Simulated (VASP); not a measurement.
Crystal: BiPd (Sobolevskite).

```
CELL_PARAMETERS angstrom
4.23000 0.00000 0.00000
-2.11500 3.66329 0.00000
0.00000 0.00000 5.69000
ATOMIC_POSITIONS crystal
Bi 0.33333 0.66667 0.25000
Bi 0.66667 0.33333 0.75000
Pd 0.00000 0.00000 0.00000
Pd 0.00000 0.00000 0.50000
```

```yaml
Program: VASP 6.6.1
Task: relaxation of volume and atoms at fixed shape
Functional: LDA
Potentials_or_basis: VASP PAW LDA potentials, release 64 (Bi_d, Pd)
Cutoff: 600 eV
k_mesh: 6 × 6 × 4
Occupations: fermi-dirac, width 0.05 eV
Spin: no spin polarisation
```

At the start: pressure -2.1 GPa; volume 22.04 Å³/atom.

Problem. Where does the relaxation end?

Solution. Over 3 steps the energy falls by 2.9 meV/atom and the volume is 21.62 Å³/atom (-1.9 %); space group P6_3/mmc (No. 194, to 0.05 Å).

Step by step:
| step | energy change (eV) | largest force (eV/Å) | pressure (GPa) | volume (Å³) |
| --- | --- | --- | --- | --- |
| 1 | 0.0000 | 0.0000 | -2.13 | 88.17 |
| 2 | 0.0057 | 0.0000 | 2.82 | 84.49 |
| 3 | -0.0114 | 0.0000 | -0.03 | 86.49 |

Final structure:
```yaml
crystal:
  lattice:
    - [4.20291, 0.00000, 0.00000]
    - [-2.10146, 3.63983, 0.00000]
    - [0.00000, 0.00000, 5.65356]
  atoms:
    - { symbol: Bi, position: [0.33333, 0.66667, 0.25000] }
    - { symbol: Bi, position: [0.66667, 0.33333, 0.75000] }
    - { symbol: Pd, position: [0.00000, 0.00000, 0.00000] }
    - { symbol: Pd, position: [0.00000, 0.00000, 0.50000] }
```
